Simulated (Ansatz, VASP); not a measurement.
## Two plane-wave programs on Sn

```
Sn
1.0
     0.00000    3.28857    3.28857
     3.28857    0.00000    3.28857
     3.28857    3.28857    0.00000
Sn
2
Direct
  0.50000 0.50000 0.50000
  0.75000 0.75000 0.75000
```

Alike in both runs: task single point; functional PBEsol; k mesh 12 × 12 × 12; occupations gaussian, width 0.1 eV; no spin polarisation.

|  | VASP | Ansatz |
| --- | --- | --- |
| version | VASP 6.6.1 | Ansatz 0.2.0 |
| potentials or method | VASP PAW PBE potentials, release 64 (Sn_d), cutoff 520 eV | scalar-relativistic, plane waves, PAW |
| valence electrons in the cell | 28 | 28 |

```tsv
	VASP	Ansatz	Ansatz less VASP
gap on the k mesh at the Fermi level (eV)	none	none	-
pressure (GPa)	-0.7	-0.7	+0.06
```

VASP's potentials were made for PBE, not for PBEsol. A gap of «none» marks a metal or a gap that the smearing closes. With one functional, cell and mesh, what is left measures potentials, basis and numerics.
